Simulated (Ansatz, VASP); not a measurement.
# Two plane-wave programs on Si2W

```
Si W
1.0
    -1.69244    1.69244    3.43717
     1.69244   -1.69244    3.43717
     1.69244    1.69244   -3.43717
Si W
2 1
Direct
  0.33457 0.33457 0.00000
  0.66543 0.66543 0.00000
  0.00000 0.00000 0.00000
```

Alike in both runs: task single point; functional PBE; k mesh 18 × 18 × 18; occupations gaussian, width 0.15 eV; no spin polarisation.

```csv
,VASP,Ansatz
version,VASP 6.6.1,Ansatz 0.2.0
potentials or method,"VASP PAW PBE potentials, release 64 (Si, W_sv), cutoff 520 eV","scalar-relativistic, plane waves, PAW"
valence electrons in the cell,22,22
```

```csv
,VASP,Ansatz,Ansatz less VASP
gap on the k mesh at the Fermi level (eV),none,none,-
pressure (GPa),24.6,24.6,+0.03
"traceless stress, the component that is largest in VASP (GPa)",68.88,68.98,+0.100
rms of the force components (eV/Å),0.295,0.289,-0.0058
```

Atom by atom the forces differ by 0.006 eV/Å (rms over components). A gap of «none» marks a metal or a gap that the smearing closes.

Neither program's run includes spin-orbit coupling.
